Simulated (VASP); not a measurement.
# TePb (rocksalt type) (Fm-3m) in VASP: a series of runs, part 2 of 2

VASP 6.6.1. The steps go on from the part before.

## Step 4: Single point, LDA

This run uses another cell than the first one, of 32.48 Å³/atom, 1.136 times its volume.

INCAR

```
  PREC = Accurate
  ENCUT = 520
  EDIFF = 1E-6
  ISMEAR = -1
  SIGMA = 0.08
  LREAL = F
  LASPH = T
  NELM = 80
  ALGO = Normal
  ISIF = 2
  LWAVE = F
  LCHARG = F
  NBANDS = 17
```

KPOINTS

```
regular mesh
0
Gamma
  12 12 12
```

POSCAR

```
TePb
1.0
    0.0000000000      3.1904605225      3.1904605225
    3.1904605225      0.0000000000      3.1904605225
    3.1904605225      3.1904605225      0.0000000000
Pb Te
1 1
Direct
    0.0000000000      0.0000000000      0.0000000000
    0.5000000000      0.5000000000      0.5000000000
```

Potentials or basis: VASP PAW LDA potentials, release 64 (Pb_d, Te).

Command:

```console
$ cat potpaw_LDA.64/Pb_d/POTCAR potpaw_LDA.64/Te/POTCAR > POTCAR
$ mpirun -np 1 vasp_std > vasp.out
```

OUTCAR:

```text
PREC = Accurate
   ENCUT = 520
   EDIFF = 1E-6
   ISMEAR = -1
   LREAL = F
   LASPH = T
   NELM = 80
   ISIF = 2

 ion  position               nearest neighbor table
   1  0.000  0.000  0.000-   2 3.19   2 3.19   2 3.19   2 3.19   2 3.19   2 3.19
   2  0.500  0.500  0.500-   1 3.19   1 3.19   1 3.19   1 3.19   1 3.19   1 3.19

  LATTYP: Found a face centered cubic cell.
 ALAT       =     6.3809210450

  Lattice vectors:

 A1 = (   0.0000000000,   3.1904605225,   3.1904605225)
 A2 = (   3.1904605225,   0.0000000000,   3.1904605225)
 A3 = (   3.1904605225,   3.1904605225,   0.0000000000)

Analysis of symmetry for initial positions (statically):
=====================================================================
 Subroutine PRICEL returns:
 Original cell was already a primitive cell.

 Routine SETGRP: Setting up the symmetry group for a
 face centered cubic supercell.

 Subroutine GETGRP returns: Found 48 space group operations
 (whereof 48 operations were pure point group operations)
 out of a pool of 48 trial point group operations.

The static configuration has the point symmetry O_h .

Analysis of symmetry for dynamics (positions and initial velocities):
=====================================================================
 Subroutine PRICEL returns:
 Original cell was already a primitive cell.

 Routine SETGRP: Setting up the symmetry group for a
 face centered cubic supercell.

 Subroutine GETGRP returns: Found 48 space group operations
 (whereof 48 operations were pure point group operations)
 out of a pool of 48 trial point group operations.

The dynamic configuration has the point symmetry O_h .

 Subroutine INISYM returns: Found 48 space group operations
 (whereof 48 operations are pure point group operations),
 and found     1 'primitive' translations

----------------------------------------------------------------------------------------

                                     Primitive cell

  volume of cell :      64.9516

[... 107 lines left out ...]
     AMIX     =   0.40;   BMIX     =  1.00
     AMIX_MAG =   1.60;   BMIX_MAG =  1.00
  volume/ion in A,a.u.               =      32.48       219.16
  Fermi-wavevector in a.u.,A,eV,Ry     =   1.105490  2.089073 16.627788  1.222108
  Thomas-Fermi vector in A             =   2.241978
   LORBIT       =      0    0 simple, 1 ext, 2 COOP (PROOUT), +10 PAW based schemes
   GGA     = CA    functional components
   LHFCALC =     F    Hartree Fock is set to
   AEXX    =    0.0000 exact exchange contribution
   IVDW    =     0    specifies the selected vdW correction
   LEPSILON=     F    determine dielectric tensor
   LRPA    =     F    only Hartree local field effects (RPA)
 non-spin polarized calculation
  energy-cutoff  :      520.00
  volume of cell :       64.95
 maximum number of plane-waves:      1807
 NGX is ok and might be reduce to    36
   NGX = 17   NGY = 17   NGZ = 17

 number of electron      19.9999999 magnetization

 Free energy of the ion-electron system (eV)
  ---------------------------------------------------
  ext. energy  EPLUGINS =         0.00000000
  ---------------------------------------------------
  free energy    TOTEN  =        -8.77508464 eV

  energy without entropy =       -8.77483702  energy(sigma->0) =       -8.77496083

 E-fermi :   6.2336     XC(G=0):  -9.7413

 val. band max:        5.9263346766   @ k =   0.5000   0.0000   0.0000
 cond. band min:       6.4812121368   @ k =   0.5000   0.0000   0.0000
 fundamental gap:      0.5548774601
 Fermi energy:         6.2335583328

 k-point     1 :       0.0000    0.0000    0.0000
  band No.  band energies     occupation
      1     -10.8197      2.00000
      2     -10.8197      2.00000
      3     -10.8028      2.00000
      4     -10.8028      2.00000
      5     -10.8028      2.00000
      6      -6.4590      2.00000
[... 457 lines left out ...]
      4     -10.7863      2.00000
      5     -10.7819      2.00000
      6      -4.8070      2.00000
[... 9 lines left out ...]
     16      14.3223      0.00000
     17      16.6227      0.00000

 [... further k-points ...]

------------------------ aborting loop because EDIFF is reached ----------------------------------------

  FORCE on cell =-STRESS in cart. coord.  units (eV):
  Direction    XX          YY          ZZ          XY          YZ          ZX
  --------------------------------------------------------------------------------------
  -------------------------------------------------------------------------------------
  Total        0.0193154      0.0193154      0.0193154      0.0000000      0.0000000     -0.0000000
  in kB        0.4764571      0.4764571      0.4764571      0.0000000      0.0000000     -0.0000000
  external PRESSURE =       0.4764571 kB  Pullay stress =       0.0000000 kB

 VOLUME and BASIS-vectors are now :
 -----------------------------------------------------------------------------
  energy-cutoff  :      520.00
  volume of cell :       64.95
      direct lattice vectors                 reciprocal lattice vectors
     0.000000000  3.190460523  3.190460523    -0.156717188  0.156717188  0.156717188
     3.190460523  0.000000000  3.190460523     0.156717188 -0.156717188  0.156717188
     3.190460523  3.190460523  0.000000000     0.156717188  0.156717188 -0.156717188

 POSITION                                       TOTAL-FORCE (eV/Angst)
 -----------------------------------------------------------------------------------
      0.00000      0.00000      0.00000        -0.000000      0.000000     -0.000000
      3.19046      3.19046      3.19046         0.000000     -0.000000      0.000000
 -----------------------------------------------------------------------------------
    total drift:                               -0.000000      0.000000      0.000000

  FREE ENERGIE OF THE ION-ELECTRON SYSTEM (eV)
  ---------------------------------------------------
  free  energy   TOTEN  =        -8.7750846385 eV

  energy  without entropy=       -8.7748370178  energy(sigma->0) =       -8.77496083
```

OSZICAR:

```text
N       E                     dE             d eps       ncg     rms          rms(c)
DAV:   1     0.150818886339E+03    0.15082E+03   -0.91372E+03  2448   0.115E+03
DAV:   2     0.155292899798E+01   -0.14927E+03   -0.14487E+03  2562   0.296E+02
DAV:   3    -0.860508585935E+01   -0.10158E+02   -0.10092E+02  3260   0.836E+01
DAV:   4    -0.887883634309E+01   -0.27375E+00   -0.27354E+00  3090   0.151E+01
DAV:   5    -0.889015599111E+01   -0.11320E-01   -0.11319E-01  3561   0.280E+00    0.364E+00
DAV:   6    -0.878327873413E+01    0.10688E+00   -0.22380E-01  3600   0.353E+00    0.228E+00
DAV:   7    -0.877580962171E+01    0.74691E-02   -0.63688E-02  3364   0.129E+00    0.907E-01
DAV:   8    -0.877515636515E+01    0.65326E-03   -0.73749E-03  3101   0.829E-01    0.108E-01
DAV:   9    -0.877508869557E+01    0.67670E-04   -0.90245E-04  3666   0.285E-01    0.330E-02
DAV:  10    -0.877508391156E+01    0.47840E-05   -0.58759E-05  3298   0.590E-02    0.238E-02
DAV:  11    -0.877508453783E+01   -0.62626E-06   -0.12603E-05  3380   0.213E-02    0.860E-03
DAV:  12    -0.877508463845E+01   -0.10062E-06   -0.89066E-07  1844   0.101E-02
   1 F= -.87750846E+01 E0= -.87749608E+01  d E =-.247621E-03
```

stdout:

```text
POSCAR found type information on POSCAR PbTe
 POSCAR found :  2 types and       2 ions
 scaLAPACK will be used
 LDA part: xc-table for (Slater(with rela. corr.)+CA(PZ))
 , standard interpolation
 POSCAR, INCAR and KPOINTS ok, starting setup
 FFT: planning ... GRIDC
 FFT: planning ... GRID_SOFT
 FFT: planning ... GRID
 WAVECAR not read
 entering main loop
```

Run time: 46 s. Hardware: 1 thread of AMD EPYC 9R45 (Zen 5), shared host; peak memory 0.19 GiB.

Results:

- Free energy: -8.7751 eV
- Pressure: 0.0 GPa
- Band gap on the k mesh: 0.55 eV, direct

Caveat: spin-orbit coupling is left out, which moves the levels of the heavy elements. A k mesh can miss the band edges.

## Step 5: Summary

| cell | k mesh | gap on the mesh (eV) | pressure (GPa) |
| --- | --- | --- | --- |
| a = 4.324 Å, angles 60.0°, 2 atoms | 12 × 12 × 12 | 0.21 | 8.4 |
| a = 3.697 Å, angles 60.0°, 2 atoms | 15 × 15 × 15 | - | 111.6 |
| a = 4.512 Å, angles 60.0°, 2 atoms | 12 × 12 × 12 | 0.55 | 0.0 |

Alike in all rows: task single point; level LDA; potentials or basis VASP PAW LDA potentials, release 64 (Pb_d, Te); no spin polarisation; cutoff (eV) 520; smearing fermi-dirac 0.08 eV.

Caveats: spin-orbit coupling is left out, which moves the levels of the heavy elements.

Absolute energies hang on the potentials; compare differences alone.
